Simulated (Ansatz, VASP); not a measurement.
## One calculation of Te2Mo, two programs

```xyz
6
Lattice="3.5039 0.0000 0.0000 -1.7519 3.0345 0.0000 0.0000 0.0000 24.7677" Properties=species:S:1:pos:R:3 pbc="T T T"
Te    0.0000    2.0230    4.5000
Te    0.0000    2.0230    8.1339
Te   -0.2920    2.5287   11.7639
Te   -0.2920    2.5287   15.3977
Mo    1.7519    1.0115    6.3169
Mo   -2.0439    3.5402   13.5808
```

Alike in both runs: task single point; functional PBE; dispersion D3(BJ); k mesh 9 × 9 × 1; occupations gaussian, width 0.05 eV; no spin polarisation.

|  | VASP | Ansatz |
| --- | --- | --- |
| version | VASP 6.6.1 | Ansatz 0.2.0 |
| potentials or method | VASP PAW PBE potentials, release 64 (Te, Mo_sv), cutoff 520 eV | scalar-relativistic, plane waves, PAW |
| valence electrons in the cell | 52 | 92 |

Ansatz gave:

| Quantity | Value |
| --- | --- |
| gap on the k mesh at the Fermi level (eV) | 1.10 |
| least direct gap on the mesh (eV) | 1.17 |
| rms of the force components (eV/Å) | 0.055 |

Question: Which values does VASP return?

Answer: gap on the k mesh at the Fermi level (eV): 1.10; least direct gap on the mesh (eV): 1.17; rms of the force components (eV/Å): 0.051.

VASP's potentials hold 52 valence electrons a cell and Ansatz's 92, so a difference there can come from the potentials and not from the codes.

Spin-orbit coupling is off throughout.
